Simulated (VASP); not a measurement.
Set up this calculation in VASP 6.6.1, as the native input.

```yaml
Task: single point
Functional: PBE
Potentials_or_basis: VASP PAW PBE potentials, release 64 (Cu, I)
Cutoff: 520 eV
k_mesh: 6 × 5 × 1
Occupations: gaussian, width 0.05 eV
Spin: no spin polarisation
Dipole_correction: yes
Further_INCAR_settings: ALGO = Normal; EDIFF = 1e-07; NBANDS = 76
```

The structure of CuI (Marshite) lies in POSCAR:

```
CuI
1.0
    4.2977998336      0.0000000000      0.0000000000
    0.0000000000      6.0780068130      0.0000000000
    0.0000000000      0.0000000000     27.8933995007
Cu I
7 7
Direct
    0.0000000000      0.7500000000      0.2688808153
    0.5000000000      0.2500000000      0.3459205436
    0.0000000000      0.7500000000      0.4229602718
    0.5000000000      0.2500000000      0.5000000000
    0.0000000000      0.7500000000      0.5770397282
    0.5000000000      0.2500000000      0.6540794564
    0.0000000000      0.7500000000      0.7311191847
    0.5000000000      0.5000000000      0.2688808153
    0.0000000000      0.0000000000      0.3459205436
    0.5000000000      0.5000000000      0.4229602718
    0.0000000000      0.0000000000      0.5000000000
    0.5000000000      0.5000000000      0.5770397282
    0.0000000000      0.0000000000      0.6540794564
    0.5000000000      0.5000000000      0.7311191847
```

These files were run (other wordings do the same):

INCAR

```
  PREC = Accurate
  ENCUT = 520
  EDIFF = 1E-7
  ISMEAR = 0
  SIGMA = 0.05
  LREAL = False
  LASPH = True
  NELM = 100
  ALGO = Normal
  ISIF = 2
  LWAVE = False
  LCHARG = False
  LDIPOL = True
  IDIPOL = 3
  DIPOL = 0.5 0.5 0.500
  GGA = PE
  NBANDS = 76
```

KPOINTS

```
regular mesh
0
Gamma
  6 5 1
```

Potentials or basis: VASP PAW PBE potentials, release 64 (Cu, I).

Launch:

```bash
$ cat potpaw_PBE.64/Cu/POTCAR potpaw_PBE.64/I/POTCAR > POTCAR
$ mpirun -np 1 vasp_std > vasp.out
```

It gave:

```
Largest force          : 0.892 eV/Å
Band gap on the k mesh : 1.09 eV, direct
```

Caveat: spin-orbit coupling is left out, which moves the levels of the heavy elements.

Run time: 22 min on 1 thread of Intel(R) Xeon(R) 6975P-C (Granite Rapids), with other jobs on the host, peak memory 0.92 GiB.
